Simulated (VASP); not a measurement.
A run of VASP 6.6.1 is set up as follows.

The input INCAR:

```
SYSTEM = Sn3O2
PREC = Accurate
ENCUT = 520
EDIFF = 1E-6
ISMEAR = 0
SIGMA = 0.1
LREAL = .FALSE.
LASPH = .TRUE.
NELM = 80
ALGO = Fast
ISIF = 2
LWAVE = .FALSE.
LCHARG = .TRUE.
GGA = PE
LELF = .TRUE.
LVHAR = .TRUE.
NBANDS = 65
```

File KPOINTS:

```
regular mesh
0
G
  8 8 2
  0 0 0
```

POSCAR

```
Sn3O2
1.0
    3.7862735842      0.0000000000      0.0000000000
    0.0000000000      3.7862735842      0.0000000000
    0.0000000000      0.0000000000     14.8072161435
Sn O
6 4
Direct
    0.0000000000      0.5000000000      0.2536172190
    0.5000000000      0.0000000000      0.0925220936
    0.5000000000      0.0000000000      0.7463827810
    0.0000000000      0.5000000000      0.9074779064
    0.5000000000      0.0000000000      0.4345512762
    0.0000000000      0.5000000000      0.5654487238
    0.5000000000      0.5000000000      0.1719787114
    0.0000000000      0.0000000000      0.1719787114
    0.5000000000      0.5000000000      0.8280212886
    0.0000000000      0.0000000000      0.8280212886
```

Potentials or basis: VASP PAW PBE potentials, release 64 (Sn_d, O).

Launch:

```sh
$ cat potpaw_PBE.64/Sn_d/POTCAR potpaw_PBE.64/O/POTCAR > POTCAR
$ mpirun -np 1 vasp_std > vasp.out
```

Problem. Estimate the band gap on the k mesh.

Solution. Zero (bands 54 and 55 overlap by 1.37 eV).

Problem. Predict the largest force.

Solution. 0.085 eV/Å.

Forces on the atoms (eV/Å):
```
Sn   0.000  0.000  0.085
Sn   0.000  0.000 -0.082
Sn   0.000  0.000 -0.085
Sn   0.000  0.000  0.082
Sn   0.000  0.000 -0.008
Sn   0.000  0.000  0.008
O    0.000  0.000 -0.001
O    0.000  0.000 -0.001
O    0.000  0.000  0.001
O    0.000  0.000  0.001
```

Caveat: spin-orbit coupling is left out, which moves the levels of the heavy elements.
